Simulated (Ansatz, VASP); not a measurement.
## P: VASP beside Ansatz

Contents of INCAR:

```
  PREC = Accurate
  ENCUT = 520
  EDIFF = 1E-7
  ISMEAR = 0
  SIGMA = 0.1
  LREAL = F
  LASPH = T
  NELM = 80
  ALGO = Normal
  ISIF = 2
  LWAVE = F
  LCHARG = T
  GGA = PE
  LELF = T
  LVHAR = T
  NBANDS = 8
```

File KPOINTS:

```
regular mesh
0
Gamma
  22 22 22
```

File POSCAR:

```
P
1.0
    2.3945859137      0.0000000000      0.0000000000
    0.0000000000      2.3945859137      0.0000000000
    0.0000000000      0.0000000000      2.3945859137
P
1
Direct
    0.0000000000      0.0000000000      0.0000000000
```

Input for Ansatz:

```yaml
crystal:
  lattice:
    - [2.3945859137, 0.0, 0.0]
    - [0.0, 2.3945859137, 0.0]
    - [0.0, 0.0, 2.3945859137]
  atoms:
    - { symbol: P, position: [0.0, 0.0, 0.0] }
basis:
  ecutwfc: 420
kpoints:
  mp_grid: { grid: [22, 22, 22] }
hamiltonian:
  xc: pbe
scf:
  occupations: { method: gaussian, width: 0.1 }
output:
  forces: true
  stress: true
  eigenvalues: true
```

Alike in both runs: task single point; functional PBE; k mesh 22 × 22 × 22; occupations gaussian, width 0.1 eV; no spin polarisation.

|  | VASP | Ansatz |
| --- | --- | --- |
| version | VASP 6.6.1 | Ansatz 0.2.0 |
| potentials or method | VASP PAW PBE potentials, release 64 (P), cutoff 520 eV | scalar-relativistic, plane waves, PAW |
| valence electrons in the cell | 5 | 5 |

VASP gave:

| Item | Value |
| --- | --- |
| gap on the k mesh at the Fermi level (eV) | none |
| pressure (GPa) | 7.9 |

Which values does Ansatz return?

gap on the k mesh at the Fermi level (eV): none; pressure (GPa): 8.3.

A gap of «none» marks a metal or a gap that the smearing closes.
